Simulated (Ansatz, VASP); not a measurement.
# One calculation of C, two programs

The input INCAR:

```
SYSTEM = C
ALGO = Normal ; EDIFF = 1E-7
ENCUT = 520 ; GGA = CA
ISIF = 2 ; ISMEAR = 0
LASPH = .True. ; LCHARG = .True.
LELF = .True. ; LREAL = .False.
LVHAR = .True. ; LWAVE = .False.
NBANDS = 11 ; NELM = 100
PREC = Accurate ; SIGMA = 0.15
```

Contents of KPOINTS:

```
k-points
0
Gamma
  24 24 6
  0 0 0
```

File POSCAR:

```
C
1.0
    2.4561701622      0.0000000000      0.0000000000
   -1.2280850811      2.1271057565      0.0000000000
    0.0000000000      0.0000000000      8.5238033600
C
2
Direct
    0.3333333333      0.6666666667     -0.0234637041
    0.6666666667      0.3333333333      0.0000000000
```

Input for Ansatz:

```yaml
crystal:
  lattice:
    - [2.4561701622, 0.0, 0.0]
    - [-1.2280850811, 2.1271057565, 0.0]
    - [0.0, 0.0, 8.52380336]
  atoms:
    - { symbol: C, position: [0.3333333333, 0.6666666667, -0.0234637041] }
    - { symbol: C, position: [0.6666666667, 0.3333333333, 0.0] }
basis:
  ecutwfc: 420
kpoints:
  mp_grid: { grid: [24, 24, 6] }
hamiltonian:
  xc: lda
scf:
  occupations: { method: gaussian, width: 0.15 }
output:
  forces: true
  stress: true
  eigenvalues: true
```

Alike in both runs: task single point; functional LDA; k mesh 24 × 24 × 6; occupations gaussian, width 0.15 eV; no spin polarisation.

```csv
,VASP,Ansatz
version,VASP 6.6.1,Ansatz 0.2.0
potentials or method,"VASP PAW LDA potentials, release 64 (C), cutoff 520 eV","scalar-relativistic, plane waves, PAW"
valence electrons in the cell,8,8
```

VASP gave:

```
gap on the k mesh at the Fermi level (eV) : none
rms of the force components (eV/Å)        : 2.057
```

Task: What did Ansatz give for the same quantities?

Result: gap on the k mesh at the Fermi level (eV): none; rms of the force components (eV/Å): 2.071.

LDA's correlation is that of Perdew and Zunger in VASP and of Perdew and Wang (1992) in Ansatz. Atom by atom the forces differ by 0.013 eV/Å (rms over components). A gap of «none» marks a metal or a gap that the smearing closes.
